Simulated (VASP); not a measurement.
MoS2 (Molybdenite 2H): single point with PBE

MoS2 (Molybdenite 2H):

```
Mo S
1.0
     3.14000    0.00000    0.00000
    -1.57000    2.71932    0.00000
     0.00000    0.00000   12.53000
Mo S
2 4
Cartesian
  0.0000 1.8129 3.1325
  1.5700 0.9064 9.3975
  0.0000 1.8129 7.8245
  1.5700 0.9064 1.5595
  0.0000 1.8129 10.9705
  1.5700 0.9064 4.7055
```

```yaml
Program: VASP 6.6.1
Task: single point
Functional: PBE
Potentials_or_basis: VASP PAW PBE potentials, release 64 (Mo_sv, S)
Cutoff: 500 eV
k_mesh: 12 × 12 × 3
Occupations: fermi-dirac, width 0.01 eV
Spin: collinear spin, ferromagnetic start
Starting_moments: "[2.0, 2.0, 0.0, 0.0, 0.0, 0.0] μB"
```

```
Pressure                                              : 3.6 GPa
Largest force                                         : 0.013 eV/Å
Band gap on the k mesh                                : 1.01 eV, indirect (least direct gap 1.77 eV)
Net moment                                            : 0.00 μB per cell
Valence electrons inside the program's atomic spheres : Mo 12.48; S 3.71
```

Forces in eV/Å, atoms in the order of the input:
```
Mo   0.000  0.000  0.000
Mo   0.000  0.000  0.000
S    0.000  0.000  0.013
S    0.000  0.000  0.013
S    0.000  0.000 -0.013
S    0.000  0.000 -0.013
```

Stress tensor (GPa, compression positive):
```
4.37 0.00 0.00
0.00 4.37 0.00
0.00 0.00 2.10
```

Levels at points of the mesh, in eV from the valence-band top:
Spin up:
```tsv
k point	band 22	band 23	band 24	band 25	band 26	band 27	band 28	band 29	band 30	band 31
(0.00, 0.00, 0.00)	-1.93	-1.93	-1.27	-1.12	0.00	2.31	2.31	2.34	2.34	2.47
(0.50, 0.00, 0.00)	-2.45	-1.50	-1.33	-1.26	-1.18	1.85	1.89	2.22	2.49	3.04
```
Spin down:
```
           k point  band 22  band 23  band 24  band 25  band 26  band 27  band 28  band 29  band 30  band 31
(0.00, 0.00, 0.00)    -1.93    -1.93    -1.27    -1.12     0.00     2.31     2.31     2.34     2.34     2.47
(0.50, 0.00, 0.00)    -2.45    -1.50    -1.33    -1.26    -1.18     1.85     1.89     2.22     2.49     3.04
```

Run time: 11 min on 1 thread of AMD EPYC 7R13 (shared host), peak memory 0.36 GiB.

Caveat: this functional lacks dispersion, which binds the layers, so the pressure and a relaxed spacing across them are unreliable. As with any semilocal functional, this PBE gap is likely too small.
